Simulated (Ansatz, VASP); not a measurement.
**AlN in VASP and in Ansatz**

```
Al N
1.0
     0.00000    2.00521    2.00521
     2.00521    0.00000    2.00521
     2.00521    2.00521    0.00000
Al N
1 1
Direct
  0.50000 0.50000 0.50000
  0.00000 0.00000 0.00000
```

Alike in both runs: task relaxation of cell and atoms; functional LDA; k mesh 10 × 10 × 10; occupations gaussian, width 0.02 eV; no spin polarisation.

|  | VASP | Ansatz |
| --- | --- | --- |
| version | VASP 6.6.1 | Ansatz 0.2.0 |
| potentials or method | VASP PAW LDA potentials, release 64 (Al, N), cutoff 600 eV | scalar-relativistic, plane waves, PAW |
| valence electrons in the cell | 8 | 8 |

```csv
,VASP,Ansatz,Ansatz less VASP
"gap on the k mesh at the Fermi level, each at its own relaxed structure (eV)",4.68,4.71,+0.032
relaxed volume (Å³/atom),8.08,8.07,-0.016
relaxed cell length with the largest relative difference (Å),2.838,2.836,-0.0018
```

LDA's correlation is that of Perdew and Zunger in VASP and of Perdew and Wang (1992) in Ansatz.
